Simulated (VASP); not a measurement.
# PbS (Pm-3m) in VASP: a series of runs, part 2 of 3

VASP 6.6.1. The steps go on from the part before.

### 4 Single point, PBE

This run uses another cell than the first one, of 24.39 Å³/atom, 1.097 times its volume.

File INCAR:

```
PREC = Accurate ; ENCUT = 500
EDIFF = 1E-6 ; ISMEAR = 0
SIGMA = 0.1 ; LREAL = False
LASPH = True ; NELM = 120
ALGO = Normal ; ISIF = 2
LWAVE = False ; LCHARG = False
GGA = PE ; NBANDS = 17
GGA_COMPAT = False
```

File KPOINTS:

```
regular mesh
0
Gamma
  3 3 3
```

File POSCAR:

```
PbS
1.0
    3.6536590000      0.0000000000      0.0000000000
    0.0000000000      3.6536590000      0.0000000000
    0.0000000000      0.0000000000      3.6536590000
Pb S
1 1
Direct
    0.3410000000      0.4720000000      0.8590000000
    0.8410000000      0.9720000000      1.3590000000
```

Potentials or basis: VASP PAW PBE potentials, release 64 (Pb_d, S).

Launch:

```sh
$ cat potpaw_PBE.64/Pb_d/POTCAR potpaw_PBE.64/S/POTCAR > POTCAR
$ mpirun -np 1 vasp_std > vasp.out
```

OUTCAR:

```text
PREC = Accurate
   ENCUT = 500
   EDIFF = 1E-6
   ISMEAR = 0
   LREAL = False
   LASPH = True
   NELM = 120
   ISIF = 2
   GGA = PE

 ion  position               nearest neighbor table
   1  0.341  0.472  0.859-   2 3.16   2 3.16   2 3.16   2 3.16   2 3.16   2 3.16   2 3.16   2 3.16

   2  0.841  0.972  0.359-   1 3.16   1 3.16   1 3.16   1 3.16   1 3.16   1 3.16   1 3.16   1 3.16

  LATTYP: Found a simple cubic cell.
 ALAT       =     3.6536590000

  Lattice vectors:

 A1 = (   3.6536590000,   0.0000000000,   0.0000000000)
 A2 = (   0.0000000000,   3.6536590000,   0.0000000000)
 A3 = (   0.0000000000,   0.0000000000,   3.6536590000)

Analysis of symmetry for initial positions (statically):
=====================================================================
 Subroutine PRICEL returns:
 Original cell was already a primitive cell.

 Routine SETGRP: Setting up the symmetry group for a
 simple cubic supercell.

 Subroutine GETGRP returns: Found 48 space group operations
 (whereof  1 operations were pure point group operations)
 out of a pool of 48 trial point group operations.

The static configuration has the point symmetry C_1 .
 The point group associated with its full space group is O_h .

Analysis of symmetry for dynamics (positions and initial velocities):
=====================================================================
 Subroutine PRICEL returns:
 Original cell was already a primitive cell.

 Routine SETGRP: Setting up the symmetry group for a
 simple cubic supercell.

 Subroutine GETGRP returns: Found 48 space group operations
 (whereof  1 operations were pure point group operations)
 out of a pool of 48 trial point group operations.

The dynamic configuration has the point symmetry C_1 .
 The point group associated with its full space group is O_h .

 Subroutine INISYM returns: Found 48 space group operations
 (whereof  1 operations are pure point group operations),
 and found     1 'primitive' translations

----------------------------------------------------------------------------------------

                                     Primitive cell

  volume of cell :      48.7735

  direct lattice vectors                    reciprocal lattice vectors
     3.653659000  0.000000000  0.000000000     0.273698230  0.000000000  0.000000000
     0.000000000  3.653659000  0.000000000     0.000000000  0.273698230  0.000000000
     0.000000000  0.000000000  3.653659000     0.000000000  0.000000000  0.273698230

  length of vectors
     3.653659000  3.653659000  3.653659000     0.273698230  0.273698230  0.273698230

  position of ions in fractional coordinates (direct lattice)
     0.341000000  0.472000000  0.859000000
     0.841000000  0.972000000  0.359000000

  ion indices of the primitive-cell ions
   primitive index   ion index
                 1           1
                 2           2

----------------------------------------------------------------------------------------

 KPOINTS: regular mesh

Automatic generation of k-mesh.
 Grid dimensions read from file:
 generate k-points for:    3    3    3

 Generating k-lattice:

  Cartesian coordinates                     Fractional coordinates (reciprocal lattice)
     0.091232743  0.000000000  0.000000000     0.333333333  0.000000000  0.000000000
     0.000000000  0.091232743  0.000000000     0.000000000  0.333333333  0.000000000
     0.000000000  0.000000000  0.091232743     0.000000000  0.000000000  0.333333333

  Length of vectors
     0.091232743  0.091232743  0.091232743

  Shift w.r.t. Gamma in fractional coordinates (k-lattice)
     0.000000000  0.000000000  0.000000000

 Subroutine IBZKPT returns following result:
 ===========================================

 Found      4 irreducible k-points:

 Following reciprocal coordinates:
            Coordinates               Weight
  0.000000  0.000000  0.000000      1.000000
  0.333333  0.000000  0.000000      6.000000
  0.333333  0.333333  0.000000     12.000000
  0.333333  0.333333  0.333333      8.000000
   k-points           NKPTS =      4   k-points in BZ     NKDIM =      4   number of bands    NBANDS=     17
   number of dos      NEDOS =    301   number of ions     NIONS =      2
   total plane-waves  NPLWV =  21952
   dimension x,y,z NGX =    28 NGY =   28 NGZ =   28
   dimension x,y,z NGXF=    56 NGYF=   56 NGZF=   56
   ions per type =               1   1
   NGX,Y,Z   is equivalent  to a cutoff of  12.74, 12.74, 12.74 a.u.
   NGXF,Y,Z  is equivalent  to a cutoff of  25.48, 25.48, 25.48 a.u.
 SYSTEM =  unknown system
   PREC   = accura    normal or accurate (medium, high low for compatibility)
   ISTART =      0    job   : 0-new  1-cont  2-samecut
   ICHARG =      2    charge: 1-file 2-atom 10-const
   ISPIN  =      1    spin polarized calculation?
   LNONCOLLINEAR =      F non collinear calculations
   LSORBIT =      F    spin-orbit coupling
   LASPH  =      T    aspherical Exc in radial PAW
   ENCUT  =  500.0 eV  36.75 Ry    6.06 a.u.   6.66  6.66  6.66*2*pi/ulx,y,z
   NELM   =    120;   NELMIN=  2; NELMDL= -5     # of ELM steps
   EDIFF  = 0.1E-05   stopping-criterion for ELM
   LREAL  =      F    real-space projection
   EDIFFG = 0.1E-04   stopping-criterion for IOM
   NSW    =      0    number of steps for IOM
   IBRION =     -1    ionic relax: 0-MD 1-quasi-New 2-CG
   NFREE  =      0    steps in history (QN), initial steepest desc. (CG)
   ISIF   =      2    stress and relaxation
   ISYM   =      2    0-nonsym 1-usesym 2-fastsym
   POTIM  = 0.5000    time-step for ionic-motion
   TEBEG  =    0.0;   TEEND  =   0.0 temperature during run
   PSTRESS=    0.0 pullay stress
   NELECT =      20.0000    total number of electrons
   NUPDOWN=      -1.0000    fix difference up-down
   EMIN   =  10.00;   EMAX   =-10.00  energy-range for DOS
   EFERMI =   0.00;   METHOD = LEGACY
   ISMEAR =     0;   SIGMA  =   0.10  broadening in eV -4-tet -1-fermi 0-gaus
   EFERMI_NEDOS =   21; number of points for ismear=-14 and -15
   IALGO  =     38    algorithm
   IMIX   =      4    mixing-type and parameters
     AMIX     =   0.40;   BMIX     =  1.00
     AMIX_MAG =   1.60;   BMIX_MAG =  1.00
  volume/ion in A,a.u.               =      24.39       164.57
  Fermi-wavevector in a.u.,A,eV,Ry     =   1.216252  2.298383 20.126668  1.479268
  Thomas-Fermi vector in A             =   2.351612
   LORBIT       =      0    0 simple, 1 ext, 2 COOP (PROOUT), +10 PAW based schemes
   GGA     = PE    functional components
   LHFCALC =     F    Hartree Fock is set to
   AEXX    =    0.0000 exact exchange contribution
   IVDW    =     0    specifies the selected vdW correction
   LEPSILON=     F    determine dielectric tensor
   LRPA    =     F    only Hartree local field effects (RPA)
 non-spin polarized calculation
 Gauss-broadening in eV      SIGMA  =   0.10
  energy-cutoff  :      500.00
  volume of cell :       48.77
 maximum number of plane-waves:      1242
 NGX is ok and might be reduce to    28
   NGX = 13   NGY = 13   NGZ = 13

 number of electron      19.9999999 magnetization

 Free energy of the ion-electron system (eV)
  ---------------------------------------------------
  ext. energy  EPLUGINS =         0.00000000
  ---------------------------------------------------
  free energy    TOTEN  =        -8.27947297 eV

  energy without entropy =       -8.27947297  energy(sigma->0) =       -8.27947297

 E-fermi :   6.1621     XC(G=0): -10.1669

 val. band max:        5.6405223151   @ k =   0.3333   0.3333   0.0000
 cond. band min:       7.5429260026   @ k =   0.3333   0.3333   0.3333
 fundamental gap:      1.9024036875
 Fermi energy:         6.1621208871

 k-point     1 :       0.0000    0.0000    0.0000
  band No.  band energies     occupation
      1     -10.7932      2.00000
      2     -10.7932      2.00000
      3     -10.5823      2.00000
      4     -10.5823      2.00000
      5     -10.5823      2.00000
      6      -7.0207      2.00000
[... 9 lines left out ...]
     16      18.8803      0.00000
     17      18.8837      0.00000

 k-point     2 :       0.3333    0.0000    0.0000
  band No.  band energies     occupation
      1     -10.7858      2.00000
      2     -10.6764      2.00000
      3     -10.6256      2.00000
      4     -10.6256      2.00000
      5     -10.5781      2.00000
      6      -6.1846      2.00000
[... 9 lines left out ...]
     16      16.5488      0.00000
     17      18.8589      0.00000

 k-point     3 :       0.3333    0.3333    0.0000
  band No.  band energies     occupation
      1     -10.7283      2.00000
      2     -10.7040      2.00000
      3     -10.6196      2.00000
      4     -10.6175      2.00000
      5     -10.6027      2.00000
      6      -5.4972      2.00000
[... 9 lines left out ...]
     16      16.3702      0.00000
     17      18.0685      0.00000

 k-point     4 :       0.3333    0.3333    0.3333
  band No.  band energies     occupation
      1     -10.6915      2.00000
      2     -10.6724      2.00000
      3     -10.6724      2.00000
      4     -10.5984      2.00000
      5     -10.5984      2.00000
      6      -5.0747      2.00000
[... 9 lines left out ...]
     16      17.0726      0.00000
     17      21.4546      0.00000

------------------------ aborting loop because EDIFF is reached ----------------------------------------

  FORCE on cell =-STRESS in cart. coord.  units (eV):
  Direction    XX          YY          ZZ          XY          YZ          ZX
  --------------------------------------------------------------------------------------
  -------------------------------------------------------------------------------------
  Total       -0.1011769     -0.1011769     -0.1011769      0.0000000      0.0000000      0.0000000
  in kB       -3.3235951     -3.3235951     -3.3235951      0.0000000      0.0000000      0.0000000
  external PRESSURE =      -3.3235951 kB  Pullay stress =       0.0000000 kB

 VOLUME and BASIS-vectors are now :
 -----------------------------------------------------------------------------
  energy-cutoff  :      500.00
  volume of cell :       48.77
      direct lattice vectors                 reciprocal lattice vectors
     3.653659000  0.000000000  0.000000000     0.273698230  0.000000000  0.000000000
     0.000000000  3.653659000  0.000000000     0.000000000  0.273698230  0.000000000
     0.000000000  0.000000000  3.653659000     0.000000000  0.000000000  0.273698230

 POSITION                                       TOTAL-FORCE (eV/Angst)
 -----------------------------------------------------------------------------------
      1.24590      1.72453      3.13849         0.000000      0.000000      0.000000
      3.07273      3.55136      1.31166         0.000000      0.000000      0.000000
 -----------------------------------------------------------------------------------
    total drift:                               -0.000013     -0.000003     -0.000013

  FREE ENERGIE OF THE ION-ELECTRON SYSTEM (eV)
  ---------------------------------------------------
  free  energy   TOTEN  =        -8.2794729695 eV

  energy  without entropy=       -8.2794729695  energy(sigma->0) =       -8.27947297
```

stdout:

```text
POSCAR found type information on POSCAR PbS
 POSCAR found :  2 types and       2 ions
 scaLAPACK will be used
 LDA part: xc-table for (Slater+PW92), standard interpolation
 POSCAR, INCAR and KPOINTS ok, starting setup
 FFT: planning ... GRIDC
 FFT: planning ... GRID_SOFT
 FFT: planning ... GRID
 WAVECAR not read
 entering main loop
```

Run time: 3.5 s. Hardware: 1 thread of AMD EPYC 9R45 (Zen 5), shared host; peak memory 0.12 GiB.

Results:

- Free energy: -8.2795 eV
- Pressure: -0.3 GPa
- Band gap on the k mesh: 1.90 eV, indirect (least direct gap 2.90 eV)

Levels at points of the mesh, in eV from the valence-band top:
```tsv
k point	band 6	band 7	band 8	band 9	band 10	band 11	band 12	band 13	band 14	band 15
(0.00, 0.00, 0.00)	-12.66	-6.26	-1.12	-1.12	-1.12	5.97	5.97	6.99	6.99	6.99
```

Caveat: the k points lie up to 0.57 Å⁻¹ apart; spin-orbit coupling is left out, which moves the levels of the heavy elements. A k mesh can miss the band edges.

(Part 2 of 3 ends here.)
